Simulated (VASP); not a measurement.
## La: single point with revPBE

La:

```
CELL_PARAMETERS angstrom
-2.17134 2.17134 2.17134
2.17134 -2.17134 2.17134
2.17134 2.17134 -2.17134
ATOMIC_POSITIONS crystal
La 0.00000 0.00000 0.00000
```

This isn't the form of La at room conditions, which is double hcp.

- Program: VASP 6.6.1
- Task: single point
- Functional: revPBE
- Potentials or basis: VASP PAW PBE potentials, release 64 (La)
- Cutoff: 520 eV
- k mesh: 12 × 12 × 12
- Occupations: fermi-dirac, width 0.1 eV
- Spin: no spin polarisation
- Dipole correction: no
- Further INCAR settings: ALGO = Normal; EDIFF = 1e-07; NBANDS = 12

```yaml
Pressure: -0.9 GPa
Band_gap_on_the_k_mesh: zero (an odd number of electrons rules out a gap without spin polarisation)
```

Levels at points of the mesh, in eV from the Fermi level:
| k point | band 2 | band 3 | band 4 | band 5 | band 6 | band 7 | band 8 | band 9 |
| --- | --- | --- | --- | --- | --- | --- | --- | --- |
| (0.00, 0.00, 0.00) | -16.24 | -16.24 | -16.24 | -3.23 | 1.36 | 1.36 | 1.36 | 1.39 |
| (0.50, 0.00, 0.00) | -17.27 | -16.57 | -16.26 | -1.68 | -0.11 | 1.36 | 1.37 | 1.63 |
| (0.50, 0.50, 0.50) | -16.94 | -16.94 | -16.94 | -1.64 | -1.64 | 1.47 | 1.59 | 1.59 |

It took 50 s on 1 thread of AMD EPYC 7R13 Processor (Zen 3), with other jobs on the host, peak memory 0.16 GiB.

Caveat: the PAW data sets were made with another functional, which shifts forces and pressure a little; spin-orbit coupling is left out, which moves the levels of the heavy elements.
